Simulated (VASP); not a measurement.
Here is a VASP 6.6.1 calculation.

File INCAR:

```
SYSTEM = MgI2
ALGO     = Normal         ! electronic algorithm
EDIFF    = 1E-6           ! SCF threshold, eV
ENCUT    = 520            ! plane-wave cutoff, eV
GGA      = PS             ! functional
ISIF     = 2              ! what is computed and relaxed
ISMEAR   = 0              ! smearing method
LASPH    = .True.         ! aspherical terms in the spheres
LCHARG   = .False.        ! write CHGCAR
LREAL    = .False.        ! projectors in reciprocal space
LWAVE    = .False.        ! write WAVECAR
NBANDS   = 15             ! bands
NELM     = 80             ! most SCF steps
PREC     = Accurate       ! precision mode
SIGMA    = 0.02           ! smearing width, eV
```

KPOINTS

```
k-points
0
Gamma
  6 6 4
  0 0 0
```

POSCAR

```
MgI2
1.0
    4.1926864148      0.0000000000      0.0000000000
   -2.0963432074      3.6309729453      0.0000000000
    0.0000000000      0.0000000000      6.9619834353
Mg I
1 2
Direct
    0.0000000000      0.0000000000      0.0000000000
    0.3333333333      0.6666666667      0.7635836933
    0.6666666667      0.3333333333      0.2364163067
```

Potentials or basis: VASP PAW PBE potentials, release 64 (Mg, I).

The run is started by

```bash
$ cat potpaw_PBE.64/Mg/POTCAR potpaw_PBE.64/I/POTCAR > POTCAR
$ mpirun -np 1 vasp_std > vasp.out
```

What does it give for the largest force?

0.005 eV/Å.

Predict the pressure.

-0.5 GPa.

Estimate the band gap on the k mesh.

3.47 eV, indirect (least direct gap 3.53 eV).

Forces in eV/Å, atoms in the order of the input:
```
Mg   0.000  0.000  0.000
I    0.000  0.000  0.005
I    0.000  0.000 -0.005
```

Caveat: the cell differs from its parent crystal (biaxial strain in the a-b plane: +1.5 %, then relaxed in part); the PAW data sets were made with another functional, which shifts forces and pressure a little; spin-orbit coupling is left out, which moves the levels of the heavy elements; this functional lacks dispersion, which binds the layers, so the pressure and a relaxed spacing across them are unreliable. A k mesh can miss the band edges.
